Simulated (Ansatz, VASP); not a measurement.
# One calculation of Na, two programs

```
Na
1.0
     3.29950    0.00000    0.00000
     0.00000    3.29950    0.00000
     0.00000    0.00000    3.29950
Na
1
Direct
  0.00000 0.00000 0.00000
```

Alike in both runs: task single point; functional LDA; k mesh 11 × 11 × 11; occupations fermi-dirac, width 0.1 eV; no spin polarisation.

```csv
,VASP,Ansatz
version,VASP 6.6.1,Ansatz 0.2.0
potentials or method,"VASP PAW LDA potentials, release 64 (Na_pv), cutoff 520 eV","plane waves (420 eV) with PAW, scalar-relativistic"
valence electrons in the cell,7,9
```

|  | VASP | Ansatz | Ansatz less VASP |
| --- | --- | --- | --- |
| pressure (GPa) | -0.1 | 0.0 | +0.04 |

Ansatz warns that its potentials were made for another functional, while VASP's fit it. LDA's correlation is that of Perdew and Zunger in VASP and of Perdew and Wang (1992) in Ansatz. VASP's potentials hold 7 valence electrons a cell and Ansatz's 9, so a difference there can come from the potentials and not from the codes.
